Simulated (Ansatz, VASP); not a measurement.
**One calculation of SnO2, two programs**

```
Sn O
1.0
     4.72127    0.00000    0.00000
     0.00000    4.72425    0.00000
     0.00000    0.00000    3.19002
Sn O
2 4
Direct
  0.50000 0.50000 0.50000
  0.00000 0.00000 0.00000
  0.28310 0.28412 0.00000
  0.80557 0.19343 0.50000
  0.19443 0.80657 0.50000
  0.69443 0.69343 0.00000
```

Alike in both runs: task single point; functional LDA; k mesh 6 × 6 × 8; occupations gaussian, width 0.05 eV; no spin polarisation.

```csv
,VASP,Ansatz
version,VASP 6.6.1,Ansatz 0.2.0
potentials or method,"VASP PAW LDA potentials, release 64 (Sn_d, O), cutoff 520 eV","scalar-relativistic, plane waves, PAW"
valence electrons in the cell,52,52
```

```csv
,VASP,Ansatz,Ansatz less VASP
gap on the k mesh at the Fermi level (eV),1.06,1.02,-0.035
least direct gap on the mesh (eV),1.06,1.02,-0.035
pressure (GPa),1.9,0.9,-1.04
"traceless stress, the component that is largest in VASP (GPa)",3.18,3.18,+0.001
rms of the force components (eV/Å),1.133,1.117,-0.0161
```

LDA's correlation is that of Perdew and Zunger in VASP and of Perdew and Wang (1992) in Ansatz. Atom by atom the forces differ by 0.020 eV/Å (rms over components).
